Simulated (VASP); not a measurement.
# AlGa3As4 (P1) in VASP: single point with PBE

Aim: the single point of AlGa3As4 with PBE.

Program: VASP 6.6.1. These are calculated values, not measurements. Logs are shortened: lines on timing, memory, paths and dates and some standing lists are left out, and cuts for length are marked.

## Step 1: The cell of the first run

The typed cell holds 16 atoms: a = 8.066 Å, b = 8.066 Å, c = 8.065 Å, α = 60.88°, β = 60.88°, γ = 60.88°.

## Step 2: Single point, PBE

Contents of INCAR:

```
SYSTEM = AlGa3As4
PREC = Accurate
ENCUT = 520
EDIFF = 1E-6
ISMEAR = 0
SIGMA = 0.1
LREAL = Auto
LASPH = .TRUE.
NELM = 80
ALGO = Normal
ISIF = 2
LWAVE = .FALSE.
LCHARG = .FALSE.
GGA = PE
NBANDS = 76
ISYM = 0
```

Contents of KPOINTS:

```
Automatic mesh
0
Gamma
  2 2 2
  0.5 0.5 0.5
```

Contents of POSCAR:

```
AlGa3As4
1.0
   -5.7033296158      5.7031146246     -0.0760460640
   -5.7035599252     -0.0762763734      5.7033446448
    0.0758055285      5.7028740890      5.7028737998
Al Ga As
2 6 8
Direct
    0.0013938105      0.0010974100      0.0015802916
    0.5013496807      0.5011316936      0.5016553177
    0.5014593439     -0.0005211013      0.9995999234
    0.9994381058      0.5008406370      0.0000639141
    0.9998390493     -0.0009007148      0.5015748866
    0.4997936882      0.4991230332      0.0015597544
    0.4995475583      1.0008515509      0.5000640037
    0.0014996499      0.4994580667      0.4995789960
    0.8740956181      0.8739426597      0.3745290803
    0.3742815516      0.8740817899      0.3741832313
    0.8743105595      0.3736632497      0.3746480013
    0.8758660426      0.8753496913      0.8760968886
    0.3759395087      0.3753813798      0.3760640572
    0.3743063826      0.8736495005      0.8746224615
    0.8742606391      0.3740335813      0.8741632676
    0.3739956379      0.3739472369      0.8746333358
```

Potentials or basis: VASP PAW PBE potentials, release 64 (Al, Ga_d, As).

On the command line:

```console
$ cat potpaw_PBE.64/Al/POTCAR potpaw_PBE.64/Ga_d/POTCAR potpaw_PBE.64/As/POTCAR > POTCAR
$ mpirun -np 1 vasp_std > vasp.out
```

OUTCAR:

```text
SYSTEM = AlGa3As4
   PREC = Accurate
   ENCUT = 520
   EDIFF = 1E-6
   ISMEAR = 0
   LREAL = Auto
   LASPH = .TRUE.
   NELM = 80
   ISIF = 2
   GGA = PE
   ISYM = 0

 ion  position               nearest neighbor table
   1  0.001  0.001  0.002-  12 2.46  14 2.48   9 2.48  15 2.48
   2  0.501  0.501  0.502-  13 2.46  16 2.48  11 2.48  10 2.48
   3  0.501  0.999  1.000-  14 2.47  12 2.49  16 2.49  10 2.49
   4  0.999  0.501  0.000-  15 2.47  12 2.49  16 2.49  11 2.49
   5  1.000  0.999  0.502-   9 2.47  12 2.49  10 2.49  11 2.49
   6  0.500  0.499  0.002-  16 2.47  13 2.49  15 2.49  14 2.49
[... 8 lines left out ...]
  15  0.874  0.374  0.874-   4 2.47   1 2.48   6 2.49   8 2.49
  16  0.374  0.374  0.875-   6 2.47   2 2.48   3 2.49   4 2.49

IMPORTANT INFORMATION: All symmetrisations will be switched off!
NOSYMM: (Re-)initialisation of all symmetry stuff for point group C_1.

----------------------------------------------------------------------------------------

                                     Primitive cell

  volume of cell :     378.4265

  direct lattice vectors                    reciprocal lattice vectors
    -5.703329616  5.703114625 -0.076046064    -0.087098683  0.087094921 -0.085937165
    -5.703559925 -0.076276373  5.703344645    -0.087091741 -0.085933736  0.087091409
     0.075805528  5.702874089  5.702873800     0.085937498  0.087102215  0.087105644

  length of vectors
     8.065932564  8.066260227  8.065437925     0.150189554  0.150181530  0.150198012

  position of ions in fractional coordinates (direct lattice)
     0.001393810  0.001097410  0.001580292
     0.501349681  0.501131694  0.501655318
     0.501459344  0.999478899  0.999599923
     0.999438106  0.500840637  0.000063914
     0.999839049  0.999099285  0.501574887
     0.499793688  0.499123033  0.001559754
[... 8 lines left out ...]
     0.874260639  0.374033581  0.874163268
     0.373995638  0.373947237  0.874633336

  ion indices of the primitive-cell ions
   primitive index   ion index
                 1           1
                 2           2
                 3           3
                 4           4
                 5           5
                 6           6
[... 8 lines left out ...]
                15          15
                16          16

----------------------------------------------------------------------------------------

 KPOINTS: Automatic mesh

Automatic generation of k-mesh.
 Grid dimensions read from file:
 generate k-points for:    2    2    2

 Generating k-lattice:

  Cartesian coordinates                     Fractional coordinates (reciprocal lattice)
    -0.043549341  0.043547461 -0.042968583     0.500000000  0.000000000  0.000000000
    -0.043545871 -0.042966868  0.043545704     0.000000000  0.500000000  0.000000000
     0.042968749  0.043551108  0.043552822     0.000000000  0.000000000  0.500000000

  Length of vectors
     0.075094777  0.075090765  0.075099006

  Shift w.r.t. Gamma in fractional coordinates (k-lattice)
     0.500000000  0.500000000  0.500000000

 Subroutine IBZKPT returns following result:
 ===========================================

 Found      4 irreducible k-points:

 Following reciprocal coordinates:
            Coordinates               Weight
  0.250000  0.250000  0.250000      2.000000
 -0.250000  0.250000  0.250000      2.000000
  0.250000 -0.250000  0.250000      2.000000
 -0.250000 -0.250000  0.250000      2.000000
   k-points           NKPTS =      4   k-points in BZ     NKDIM =      4   number of bands    NBANDS=     76
   number of dos      NEDOS =    301   number of ions     NIONS =     16
   total plane-waves  NPLWV = 216000
   dimension x,y,z NGX =    60 NGY =   60 NGZ =   60
   dimension x,y,z NGXF=   120 NGYF=  120 NGZF=  120
   ions per type =               2   6   8
   NGX,Y,Z   is equivalent  to a cutoff of  12.37, 12.37, 12.37 a.u.
   NGXF,Y,Z  is equivalent  to a cutoff of  24.73, 24.73, 24.73 a.u.
 SYSTEM =  AlGa3As4
   PREC   = accura    normal or accurate (medium, high low for compatibility)
   ISTART =      0    job   : 0-new  1-cont  2-samecut
   ICHARG =      2    charge: 1-file 2-atom 10-const
   ISPIN  =      1    spin polarized calculation?
   LNONCOLLINEAR =      F non collinear calculations
   LSORBIT =      F    spin-orbit coupling
   LASPH  =      T    aspherical Exc in radial PAW
   ENCUT  =  520.0 eV  38.22 Ry    6.18 a.u.  15.00 15.00 15.00*2*pi/ulx,y,z
   NELM   =     80;   NELMIN=  2; NELMDL= -5     # of ELM steps
   EDIFF  = 0.1E-05   stopping-criterion for ELM
   LREAL  =      T    real-space projection
   EDIFFG = 0.1E-04   stopping-criterion for IOM
   NSW    =      0    number of steps for IOM
   IBRION =     -1    ionic relax: 0-MD 1-quasi-New 2-CG
   NFREE  =      0    steps in history (QN), initial steepest desc. (CG)
   ISIF   =      2    stress and relaxation
   ISYM   =      0    0-nonsym 1-usesym 2-fastsym
   POTIM  = 0.5000    time-step for ionic-motion
   TEBEG  =    0.0;   TEEND  =   0.0 temperature during run
   PSTRESS=    0.0 pullay stress
   NELECT =     124.0000    total number of electrons
   NUPDOWN=      -1.0000    fix difference up-down
   EMIN   =  10.00;   EMAX   =-10.00  energy-range for DOS
   EFERMI =   0.00;   METHOD = LEGACY
   ISMEAR =     0;   SIGMA  =   0.10  broadening in eV -4-tet -1-fermi 0-gaus
   EFERMI_NEDOS =   21; number of points for ismear=-14 and -15
   IALGO  =     38    algorithm
   IMIX   =      4    mixing-type and parameters
     AMIX     =   0.40;   BMIX     =  1.00
     AMIX_MAG =   1.60;   BMIX_MAG =  1.00
  volume/ion in A,a.u.               =      23.65       159.61
  Fermi-wavevector in a.u.,A,eV,Ry     =   1.128639  2.132818 17.331440  1.273825
  Thomas-Fermi vector in A             =   2.265329
   LORBIT       =      0    0 simple, 1 ext, 2 COOP (PROOUT), +10 PAW based schemes
   GGA     = PE    functional components
   LHFCALC =     F    Hartree Fock is set to
   AEXX    =    0.0000 exact exchange contribution
   IVDW    =     0    specifies the selected vdW correction
   LEPSILON=     F    determine dielectric tensor
   LRPA    =     F    only Hartree local field effects (RPA)
 non-spin polarized calculation
 Gauss-broadening in eV      SIGMA  =   0.10
  energy-cutoff  :      520.00
  volume of cell :      378.43
 maximum number of plane-waves:     10213
   NGX = 29   NGY = 29   NGZ = 29

 number of electron     123.9999957 magnetization

 Free energy of the ion-electron system (eV)
  ---------------------------------------------------
  ext. energy  EPLUGINS =         0.00000000
  ---------------------------------------------------
  free energy    TOTEN  =       -68.40492939 eV

  energy without entropy =      -68.40492939  energy(sigma->0) =      -68.40492939

 E-fermi :   3.7390     XC(G=0):  -9.2581

 val. band max:        3.2522370665   @ k =   0.2500   0.2500   0.2500
 cond. band min:       4.5488477111   @ k =   0.2500   0.2500   0.2500
 fundamental gap:      1.2966106446
 Fermi energy:         3.7389627953

 k-point     1 :       0.2500    0.2500    0.2500
  band No.  band energies     occupation
      1     -11.1875      2.00000
      2     -11.1854      2.00000
      3     -11.1852      2.00000
      4     -11.1840      2.00000
      5     -11.1625      2.00000
      6     -11.1623      2.00000
[... 66 lines left out ...]
     73       6.7362      0.00000
     74       7.6156      0.00000

 k-point     2 :      -0.2500    0.2500    0.2500
  band No.  band energies     occupation
      1     -11.1871      2.00000
      2     -11.1853      2.00000
      3     -11.1805      2.00000
      4     -11.1702      2.00000
      5     -11.1699      2.00000
      6     -11.1636      2.00000
[... 66 lines left out ...]
     73       7.6975      0.00000
     74       7.7675      0.00000

 k-point     3 :       0.2500   -0.2500    0.2500
  band No.  band energies     occupation
      1     -11.1871      2.00000
      2     -11.1854      2.00000
      3     -11.1804      2.00000
      4     -11.1702      2.00000
      5     -11.1699      2.00000
      6     -11.1635      2.00000
[... 66 lines left out ...]
     73       7.6967      0.00000
     74       7.7667      0.00000

 k-point     4 :      -0.2500   -0.2500    0.2500
  band No.  band energies     occupation
      1     -11.1872      2.00000
      2     -11.1854      2.00000
      3     -11.1805      2.00000
      4     -11.1702      2.00000
      5     -11.1699      2.00000
      6     -11.1635      2.00000
[... 66 lines left out ...]
     73       7.6977      0.00000
     74       7.7675      0.00000
 [bands above 74 left out]

------------------------ aborting loop because EDIFF is reached ----------------------------------------

  FORCE on cell =-STRESS in cart. coord.  units (eV):
  Direction    XX          YY          ZZ          XY          YZ          ZX
  --------------------------------------------------------------------------------------
  -------------------------------------------------------------------------------------
  Total        0.3517034      0.3629509      0.3659177     -0.0594359      0.0505710     -0.0344111
  in kB        1.4890372      1.5366570      1.5492176     -0.2516388      0.2141067     -0.1456895
  external PRESSURE =       1.5249706 kB  Pullay stress =       0.0000000 kB

 VOLUME and BASIS-vectors are now :
 -----------------------------------------------------------------------------
  energy-cutoff  :      520.00
  volume of cell :      378.43
      direct lattice vectors                 reciprocal lattice vectors
    -5.703329616  5.703114625 -0.076046064    -0.087098683  0.087094921 -0.085937165
    -5.703559925 -0.076276373  5.703344645    -0.087091741 -0.085933736  0.087091409
     0.075805528  5.702874089  5.702873800     0.085937498  0.087102215  0.087105644

 POSITION                                       TOTAL-FORCE (eV/Angst)
 -----------------------------------------------------------------------------------
     -0.01409      0.01688      0.01517        -0.000797      0.002407      0.002765
     -5.67957      5.68191      5.68088        -0.002089      0.003941      0.002319
     -8.48480      8.48424     11.36283         0.005065     -0.000568      0.001329
     -8.55669      5.66207      2.78083        -0.000628      0.002879      0.002537
    -11.36281      8.48641      8.48259         0.001579     -0.003307      0.003747
     -5.69715      2.82120      2.81756         0.000825     -0.000937      0.003147
[... 8 lines left out ...]
     -7.05325      9.94272      7.05200         0.003514      0.014527     -0.003131
     -4.19955      7.09234      7.09223        -0.014458     -0.003142     -0.005535
 -----------------------------------------------------------------------------------
    total drift:                               -0.025480      0.016370      0.019446

  FREE ENERGIE OF THE ION-ELECTRON SYSTEM (eV)
  ---------------------------------------------------
  free  energy   TOTEN  =       -68.4049293890 eV

  energy  without entropy=      -68.4049293890  energy(sigma->0) =      -68.40492939
```

It took 2.2 min on 1 thread of Intel Xeon 6975P-C (Granite Rapids), shared host; peak memory 0.5 GiB.

Results:

* Free energy: -68.4049 eV
* Pressure: 0.2 GPa
* Largest force: 0.017 eV/Å
* Band gap on the k mesh: 1.30 eV

Forces in eV/Å, atoms in the order of the input:
```
Al  -0.001  0.002  0.003
Al  -0.002  0.004  0.002
Ga   0.005 -0.001  0.001
Ga  -0.001  0.003  0.003
Ga   0.002 -0.003  0.004
Ga   0.001 -0.001  0.003
Ga  -0.001  0.000  0.001
Ga   0.003  0.000  0.001
As  -0.012  0.000 -0.002
As   0.004  0.015 -0.005
As   0.000 -0.007  0.009
As   0.006 -0.010 -0.011
As   0.010 -0.010 -0.010
As  -0.003 -0.005  0.010
As   0.004  0.015 -0.003
As  -0.014 -0.003 -0.006
```

Levels at points of the mesh, in eV from the valence-band top:
```tsv
k point	band 59	band 60	band 61	band 62	band 63	band 64	band 65	band 66
(0.25, 0.25, 0.25)	-0.71	-0.71	0.00	0.00	1.30	1.74	1.89	1.89
```

Caveat: a shifted mesh leaves out Γ, where band edges can lie.
